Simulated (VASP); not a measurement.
Write the native input for VASP 6.6.1 that does the following.

* Task: single point
* Functional: LDA
* Potentials or basis: VASP PAW LDA potentials, release 64 (Ti_sv)
* Cutoff: 520 eV
* k mesh: 14 × 14 × 4
* Occupations: fermi-dirac, width 0.1 eV
* Spin: no spin polarisation
* Dipole correction: no
* Further INCAR settings: ALGO = Normal; EDIFF = 1e-07; NBANDS = 32

The structure of Ti lies in POSCAR:

```
Ti
1.0
    2.8569893208      0.0000000000      0.0000000000
   -1.4284946604      2.4742253302      0.0000000000
    0.0000000000      0.0000000000      9.1555626476
Ti
4
Direct
    0.0000000000      1.0000000000      0.0000000000
    0.0000000000      1.0000000000      0.5000000000
    0.3333333333      0.6666666667      0.2500000000
    0.6666666667      0.3333333333      0.7500000000
```

These files were run (other wordings do the same):

INCAR

```
PREC = Accurate
ENCUT = 520
EDIFF = 1E-7
ISMEAR = -1
SIGMA = 0.1
LREAL = False
LASPH = True
NELM = 60
ALGO = Normal
ISIF = 2
LWAVE = False
LCHARG = False
GGA = CA
NBANDS = 32
```

KPOINTS

```
regular mesh
0
Gamma
  14 14 4
```

Potentials or basis: VASP PAW LDA potentials, release 64 (Ti_sv).

The run is started by

```console
$ cat potpaw_LDA.64/Ti_sv/POTCAR > POTCAR
$ mpirun -np 1 vasp_std > vasp.out
```

It gave:

```
Pressure               : -0.2 GPa
Band gap on the k mesh : zero (bands 24 and 25 overlap by 1.17 eV)
```

Run time: 7.3 min on 1 thread of Intel Xeon 8259CL, with other jobs on the host, peak memory 0.23 GiB.
